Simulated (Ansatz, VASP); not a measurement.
# Al3Cu2 in VASP and in Ansatz

File INCAR:

```
SYSTEM = Al3Cu2
ALGO = Fast
EDIFF = 1E-7
ENCUT = 520
GGA = PS
ISIF = 2
ISMEAR = 0
LASPH = .True.
LCHARG = .True.
LELF = .True.
LREAL = .False.
LVHAR = .True.
LWAVE = .False.
NBANDS = 24
NELM = 60
PREC = Accurate
SIGMA = 0.15
```

File KPOINTS:

```
k-points
0
Gamma
  12 12 10
  0 0 0
```

File POSCAR:

```
Al3Cu2
1.0
    3.9756280334      0.0000000000      0.0000000000
   -1.9878140167      3.4429948729      0.0000000000
    0.0000000000      0.0000000000      4.9821008425
Al Cu
3 2
Direct
    0.0000000000      0.0000000000      0.0000000000
    0.3333333333      0.6666666667      0.3515059809
    0.6666666667      0.3333333333      0.6484940191
    0.3333333333      0.6666666667      0.8422899817
    0.6666666667      0.3333333333      0.1577100183
```

Input for Ansatz:

```yaml
crystal:
  lattice:
    - [3.9756280334, 0.0, 0.0]
    - [-1.9878140167, 3.4429948729, 0.0]
    - [0.0, 0.0, 4.9821008425]
  atoms:
    - { symbol: Al, position: [0.0, 0.0, 0.0] }
    - { symbol: Al, position: [0.3333333333, 0.6666666667, 0.3515059809] }
    - { symbol: Al, position: [0.6666666667, 0.3333333333, 0.6484940191] }
    - { symbol: Cu, position: [0.3333333333, 0.6666666667, 0.8422899817] }
    - { symbol: Cu, position: [0.6666666667, 0.3333333333, 0.1577100183] }
basis:
  ecutwfc: 420
kpoints:
  mp_grid: { grid: [12, 12, 10] }
hamiltonian:
  xc: pbesol
scf:
  occupations: { method: gaussian, width: 0.15 }
output:
  forces: true
  stress: true
  eigenvalues: true
```

Change from the starting cell: strain -0.0300 x Voigt [1, 1, 0, 0, 0, 0], atoms carried along.

Alike in both runs: task single point; functional PBEsol; k mesh 12 × 12 × 10; occupations gaussian, width 0.15 eV; no spin polarisation.

```csv
,VASP,Ansatz
version,VASP 6.6.1,Ansatz 0.2.0
potentials or method,"VASP PAW PBE potentials, release 64 (Al, Cu), cutoff 520 eV","scalar-relativistic, plane waves, PAW"
valence electrons in the cell,31,47
```

VASP gave:

```
gap on the k mesh at the Fermi level (eV)                     : none
pressure (GPa)                                                : 8.3
traceless stress, the component that is largest in VASP (GPa) : -4.42
rms of the force components (eV/Å)                            : 0.038
```

Q: What did Ansatz give for the same quantities?

A: gap on the k mesh at the Fermi level (eV): none; pressure (GPa): 8.0; traceless stress, the component that is largest in VASP (GPa): -4.47; rms of the force components (eV/Å): 0.036.

VASP's potentials were made for PBE, not for PBEsol. Atom by atom the forces differ by 0.002 eV/Å (rms over components). A gap of «none» marks a metal or a gap that the smearing closes. VASP's potentials hold 31 valence electrons a cell and Ansatz's 47, so a difference there can come from the potentials and not from the codes.
